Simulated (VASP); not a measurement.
# Tb (P6_3/mmc) in VASP: density of states with PBE

Aim: the density of states of Tb with PBE.

All numbers are computed with VASP 6.6.1; they aren't measurements. Logs are shortened: lines on timing, memory, paths and dates and some standing lists are left out, and cuts for length are marked.

## (1) The cell of the first run

It takes space group P6_3/mmc (No. 194, hexagonal). The conventional cell has a = 3.601 Å, b = 3.601 Å, c = 5.694 Å, α = 90.00°, β = 90.00°, γ = 120.00°. Tb (site symmetry -6m2) has 12 Tb at 3.53 to 3.60 Å within 4.6 Å.

## (2) Density of states, PBE, collinear spin, ferromagnetic start

Contents of POSCAR:

```
Tb
1.0
    3.6010010916      0.0000000000      0.0000000000
   -1.8005005458      3.1185584244      0.0000000000
    0.0000000000      0.0000000000      5.6936000000
Tb
2
Direct
    0.3333333333      0.6666666667      0.2500000000
    0.6666666667      0.3333333333      0.7500000000
```

Contents of INCAR.step1:

```
SYSTEM = Tb
ALGO = Normal
EDIFF = 1E-6
ENCUT = 520
GGA = PE
ISIF = 2
ISMEAR = -1
ISPIN = 2
LASPH = .TRUE.
LCHARG = .TRUE.
LMAXMIX = 6
LREAL = .FALSE.
LWAVE = .FALSE.
MAGMOM = 6 6
NBANDS = 30
NELM = 150
PREC = Accurate
SIGMA = 0.05
```

Contents of KPOINTS.step1:

```
k-points
0
G
  13 13 7
  0 0 0
```

Contents of INCAR.step2:

```
SYSTEM = Tb
ALGO = Normal
EDIFF = 1E-6
ENCUT = 520
GGA = PE
ICHARG = 11
ISIF = 2
ISMEAR = -5
ISPIN = 2
LASPH = .TRUE.
LCHARG = .FALSE.
LMAXMIX = 6
LORBIT = 10
LREAL = .FALSE.
LWAVE = .FALSE.
MAGMOM = 6 6
NBANDS = 30
NEDOS = 1001
NELM = 150
PREC = Accurate
SIGMA = 0.05
```

Contents of KPOINTS.step2:

```
k-points
0
G
  20 20 11
  0 0 0
```

Potentials or basis: VASP PAW PBE potentials, release 64 (Tb).

Run with:

```sh
$ cat potpaw_PBE.64/Tb/POTCAR > POTCAR
$ cp INCAR.step1 INCAR
$ cp KPOINTS.step1 KPOINTS
$ mpirun -np 1 vasp_std > vasp.out
$ cp INCAR.step2 INCAR
$ cp KPOINTS.step2 KPOINTS
$ mpirun -np 1 vasp_std > vasp.out
```

OUTCAR:

```text
SYSTEM = Tb
   EDIFF = 1E-6
   ENCUT = 520
   GGA = PE
   ICHARG = 11
   ISIF = 2
   ISMEAR = -5
   ISPIN = 2
   LASPH = .TRUE.
   LORBIT = 10
   LREAL = .FALSE.
   NELM = 150
   PREC = Accurate

 ion  position               nearest neighbor table
   1  0.333  0.667  0.250-   2 3.53   2 3.53   2 3.53   2 3.53   2 3.53   2 3.53
   2  0.667  0.333  0.750-   1 3.53   1 3.53   1 3.53   1 3.53   1 3.53   1 3.53

  LATTYP: Found a hexagonal cell.
 ALAT       =     3.6010010916
 C/A-ratio  =     1.5811158773

  Lattice vectors:

 A1 = (   3.6010010916,   0.0000000000,   0.0000000000)
 A2 = (  -1.8005005458,   3.1185584244,   0.0000000000)
 A3 = (   0.0000000000,   0.0000000000,   5.6936000000)

Analysis of symmetry for initial positions (statically):
=====================================================================
 Subroutine PRICEL returns:
 Original cell was already a primitive cell.

 Routine SETGRP: Setting up the symmetry group for a
 hexagonal supercell.

 Subroutine GETGRP returns: Found 24 space group operations
 (whereof 12 operations were pure point group operations)
 out of a pool of 24 trial point group operations.

The static configuration has the point symmetry D_3d.
 The point group associated with its full space group is D_6h.

Analysis of symmetry for dynamics (positions and initial velocities):
=====================================================================
 Subroutine PRICEL returns:
 Original cell was already a primitive cell.

 Routine SETGRP: Setting up the symmetry group for a
 hexagonal supercell.

 Subroutine GETGRP returns: Found 24 space group operations
 (whereof 12 operations were pure point group operations)
 out of a pool of 24 trial point group operations.

The dynamic configuration has the point symmetry D_3d.
 The point group associated with its full space group is D_6h.

Analysis of structural, dynamic, and magnetic symmetry:
=====================================================================
 Subroutine PRICEL returns:
 Original cell was already a primitive cell.

 Routine SETGRP: Setting up the symmetry group for a
 hexagonal supercell.

 Subroutine GETGRP returns: Found 24 space group operations
 (whereof 12 operations were pure point group operations)
 out of a pool of 24 trial point group operations.

The overall configuration has the point symmetry D_3d.
 The point group associated with its full space group is D_6h.

 Subroutine INISYM returns: Found 24 space group operations
 (whereof 12 operations are pure point group operations),
 and found     1 'primitive' translations

----------------------------------------------------------------------------------------

                                     Primitive cell

  volume of cell :      63.9387

  direct lattice vectors                    reciprocal lattice vectors
     3.601001092  0.000000000  0.000000000     0.277700555  0.160330490  0.000000000
    -1.800500546  3.118558424  0.000000000     0.000000000  0.320660980  0.000000000
     0.000000000  0.000000000  5.693600000     0.000000000  0.000000000  0.175635802

  length of vectors
     3.601001092  3.601001092  5.693600000     0.320660980  0.320660980  0.175635802

  position of ions in fractional coordinates (direct lattice)
     0.333333333  0.666666667  0.250000000
     0.666666667  0.333333333  0.750000000

  ion indices of the primitive-cell ions
   primitive index   ion index
                 1           1
                 2           2

----------------------------------------------------------------------------------------

 KPOINTS: k-points

Automatic generation of k-mesh.
 Grid dimensions read from file:
 generate k-points for:   20   20   11

 Generating k-lattice:

  Cartesian coordinates                     Fractional coordinates (reciprocal lattice)
     0.013885028  0.008016524  0.000000000     0.050000000  0.000000000  0.000000000
     0.000000000  0.016033049  0.000000000     0.000000000  0.050000000  0.000000000
     0.000000000  0.000000000  0.015966891     0.000000000  0.000000000  0.090909091

  Length of vectors
     0.016033049  0.016033049  0.015966891

  Shift w.r.t. Gamma in fractional coordinates (k-lattice)
     0.000000000  0.000000000  0.000000000

 TETIRR: Found   4310 inequivalent tetrahedra from    26400

 Subroutine IBZKPT returns following result:
 ===========================================

 Found    264 irreducible k-points:

 Following reciprocal coordinates:
            Coordinates               Weight
  0.000000  0.000000  0.000000      1.000000
  0.050000  0.000000  0.000000      6.000000
  0.100000  0.000000  0.000000      6.000000
  0.150000  0.000000  0.000000      6.000000
  0.200000  0.000000  0.000000      6.000000
  0.250000  0.000000  0.000000      6.000000
[... 16 lines left out ...]
  0.200000  0.100000  0.000000     12.000000
  0.250000  0.100000  0.000000     12.000000
 [... further k-points ...]
   k-points           NKPTS =    264   k-points in BZ     NKDIM =    264   number of bands    NBANDS=     30
   number of dos      NEDOS =   1001   number of ions     NIONS =      2
   total plane-waves  NPLWV =  32928
   dimension x,y,z NGX =    28 NGY =   28 NGZ =   42
   dimension x,y,z NGXF=    56 NGYF=   56 NGZF=   84
   ions per type =               2
   NGX,Y,Z   is equivalent  to a cutoff of  12.93, 12.93, 12.26 a.u.
   NGXF,Y,Z  is equivalent  to a cutoff of  25.85, 25.85, 24.53 a.u.
 SYSTEM =  Tb
   PREC   = accura    normal or accurate (medium, high low for compatibility)
   ISTART =      0    job   : 0-new  1-cont  2-samecut
   ICHARG =     11    charge: 1-file 2-atom 10-const
   ISPIN  =      2    spin polarized calculation?
   LNONCOLLINEAR =      F non collinear calculations
   LSORBIT =      F    spin-orbit coupling
   LASPH  =      T    aspherical Exc in radial PAW
   ENCUT  =  520.0 eV  38.22 Ry    6.18 a.u.   6.70  6.70 10.59*2*pi/ulx,y,z
   NELM   =    150;   NELMIN=  2; NELMDL=  0     # of ELM steps
   EDIFF  = 0.1E-05   stopping-criterion for ELM
   LREAL  =      F    real-space projection
   EDIFFG = 0.1E-04   stopping-criterion for IOM
   NSW    =      0    number of steps for IOM
   IBRION =     -1    ionic relax: 0-MD 1-quasi-New 2-CG
   NFREE  =      0    steps in history (QN), initial steepest desc. (CG)
   ISIF   =      2    stress and relaxation
   ISYM   =      2    0-nonsym 1-usesym 2-fastsym
   POTIM  = 0.5000    time-step for ionic-motion
   TEBEG  =    0.0;   TEEND  =   0.0 temperature during run
   PSTRESS=    0.0 pullay stress
   NELECT =      38.0000    total number of electrons
   NUPDOWN=      -1.0000    fix difference up-down
   EMIN   =  10.00;   EMAX   =-10.00  energy-range for DOS
   EFERMI =   0.00;   METHOD = LEGACY
   ISMEAR =    -5;   SIGMA  =   0.05  broadening in eV -4-tet -1-fermi 0-gaus
   EFERMI_NEDOS =   21; number of points for ismear=-14 and -15
   IALGO  =     38    algorithm
   IMIX   =      4    mixing-type and parameters
     AMIX     =   0.40;   BMIX     =  1.00
     AMIX_MAG =   1.60;   BMIX_MAG =  1.00
  volume/ion in A,a.u.               =      31.97       215.74
  Fermi-wavevector in a.u.,A,eV,Ry     =   1.376411  2.601039 25.776320  1.894506
  Thomas-Fermi vector in A             =   2.501658
   LORBIT       =     10    0 simple, 1 ext, 2 COOP (PROOUT), +10 PAW based schemes
   GGA     = PE    functional components
   LHFCALC =     F    Hartree Fock is set to
   AEXX    =    0.0000 exact exchange contribution
   IVDW    =     0    specifies the selected vdW correction
   LEPSILON=     F    determine dielectric tensor
   LRPA    =     F    only Hartree local field effects (RPA)
 spin polarized calculation
 Fermi weights with tetrahedron method with Bloechl corrections
  energy-cutoff  :      520.00
  volume of cell :       63.94
 maximum number of plane-waves:      1749
 NGX is ok and might be reduce to    28

 number of electron      37.9999990 magnetization      11.9746743

 Free energy of the ion-electron system (eV)
  ---------------------------------------------------
  ext. energy  EPLUGINS =         0.00000000
  ---------------------------------------------------
  free energy    TOTEN  =       -19.05271005 eV

  energy without entropy =      -19.05271005  energy(sigma->0) =      -19.05271005

 E-fermi :   2.8814     XC(G=0): -10.1080

 val. band max:        2.8871207191   @ k =   0.3000   0.2500   0.2727
 cond. band min:       2.8418709377   @ k =   0.2000   0.2000   0.2727
 fundamental gap:     -0.0452497814
 Fermi energy:         2.8813636470

 spin component 1

 k-point     1 :       0.0000    0.0000    0.0000
  band No.  band energies     occupation
      1     -43.2097      1.00000
      2     -43.1390      1.00000
      3     -20.2020      1.00000
      4     -19.5925      1.00000
      5     -19.5925      1.00000
      6     -19.4797      1.00000
[... 22 lines left out ...]
     29       5.3469      0.00000
     30       5.3712      0.00000

 k-point     2 :       0.0500    0.0000    0.0000
  band No.  band energies     occupation
      1     -43.2085      1.00000
      2     -43.1385      1.00000
      3     -20.1962      1.00000
      4     -19.6048      1.00000
      5     -19.5967      1.00000
      6     -19.4928      1.00000
[... 22 lines left out ...]
     29       5.2814      0.00000
     30       5.4110      0.00000

 k-point     3 :       0.1000    0.0000    0.0000
  band No.  band energies     occupation
      1     -43.2048      1.00000
      2     -43.1371      1.00000
      3     -20.1792      1.00000
      4     -19.6406      1.00000
      5     -19.6086      1.00000
      6     -19.5303      1.00000
[... 682 lines left out ...]
     29       5.1193      0.00000
     30       6.1739      0.00000

 k-point    24 :       0.2500    0.1000    0.0000
  band No.  band energies     occupation
      1     -43.1715      1.00000
      2     -43.1279      1.00000
      3     -20.0100      1.00000
      4     -19.9171      1.00000
      5     -19.8343      1.00000
      6     -19.6973      1.00000
[... 22 lines left out ...]
     29       4.9144      0.00000
     30       6.5599      0.00000

 [... further k-points ...]

 spin component 2

 k-point     1 :       0.0000    0.0000    0.0000
  band No.  band energies     occupation
      1     -40.6218      1.00000
      2     -40.5352      1.00000
      3     -18.4148      1.00000
      4     -17.6960      1.00000
      5     -17.6960      1.00000
      6     -17.5663      1.00000
[... 22 lines left out ...]
     29       6.1184      0.00000
     30       6.2978      0.00000

 k-point     2 :       0.0500    0.0000    0.0000
  band No.  band energies     occupation
      1     -40.6202      1.00000
      2     -40.5346      1.00000
      3     -18.4080      1.00000
      4     -17.7111      1.00000
      5     -17.7011      1.00000
      6     -17.5823      1.00000
[... 22 lines left out ...]
     29       6.0513      0.00000
     30       6.1889      0.00000

 k-point     3 :       0.1000    0.0000    0.0000
  band No.  band energies     occupation
      1     -40.6157      1.00000
      2     -40.5329      1.00000
      3     -18.3878      1.00000
      4     -17.7547      1.00000
      5     -17.7154      1.00000
      6     -17.6280      1.00000
[... 682 lines left out ...]
     29       5.9469      0.00000
     30       6.9962      0.00000

 k-point    24 :       0.2500    0.1000    0.0000
  band No.  band energies     occupation
      1     -40.5747      1.00000
      2     -40.5212      1.00000
      3     -18.1863      1.00000
      4     -18.0905      1.00000
      5     -17.9919      1.00000
      6     -17.8227      1.00000
[... 22 lines left out ...]
     29       5.7279      0.00000
     30       7.4998      0.00000

 [... further k-points ...]

------------------------ aborting loop because EDIFF is reached ----------------------------------------

  FORCE on cell =-STRESS in cart. coord.  units (eV):
  Direction    XX          YY          ZZ          XY          YZ          ZX
  --------------------------------------------------------------------------------------
  -------------------------------------------------------------------------------------
  Total        0.3204011      0.3204011     -0.6057460      0.0000000     -0.0000000      0.0000000
  in kB        8.0286132      8.0286132    -15.1787875      0.0000000     -0.0000000      0.0000000
  external PRESSURE =       0.2928130 kB  Pullay stress =       0.0000000 kB

 VOLUME and BASIS-vectors are now :
 -----------------------------------------------------------------------------
  energy-cutoff  :      520.00
  volume of cell :       63.94
      direct lattice vectors                 reciprocal lattice vectors
     3.601001092  0.000000000  0.000000000     0.277700555  0.160330490  0.000000000
    -1.800500546  3.118558424  0.000000000     0.000000000  0.320660980  0.000000000
     0.000000000  0.000000000  5.693600000     0.000000000  0.000000000  0.175635802

 POSITION                                       TOTAL-FORCE (eV/Angst)
 -----------------------------------------------------------------------------------
     -0.00000      2.07904      1.42340        -0.000000      0.000000      0.000000
      1.80050      1.03952      4.27020         0.000000     -0.000000      0.000000
 -----------------------------------------------------------------------------------
    total drift:                               -0.000000      0.000000     -0.000000

  FREE ENERGIE OF THE ION-ELECTRON SYSTEM (eV)
  ---------------------------------------------------
  free  energy   TOTEN  =       -19.0527100465 eV

  energy  without entropy=      -19.0527100465  energy(sigma->0) =      -19.05271005

 total charge

# of ion       s       p       d       f       tot
--------------------------------------------------
    1        2.087   5.600   0.510   8.114  16.311
    2        2.087   5.600   0.510   8.114  16.311
--------------------------------------------------
tot          4.174  11.199   1.020  16.228  32.622

 magnetization (x)

# of ion       s       p       d       f       tot
--------------------------------------------------
    1        0.002  -0.044   0.088   5.683   5.729
    2        0.002  -0.044   0.088   5.683   5.729
--------------------------------------------------
tot          0.004  -0.089   0.177  11.366  11.458
```

Run time: 42 min. Hardware: 1 thread of Intel Xeon Platinum 8488C (Sapphire Rapids), shared host; peak memory 0.77 GiB.

Results:

| Property | Result |
| --- | --- |
| Net moment | 11.97 μB per cell |
| Site moments | Tb +5.73 μB |
| Valence electrons inside the program's atomic spheres | Tb 16.31 |

Caveat: the magnetic or orbital state may not be the lowest; spin-orbit coupling is left out, which moves the levels of the heavy elements; tetrahedron occupations give inexact forces and stress in metals.
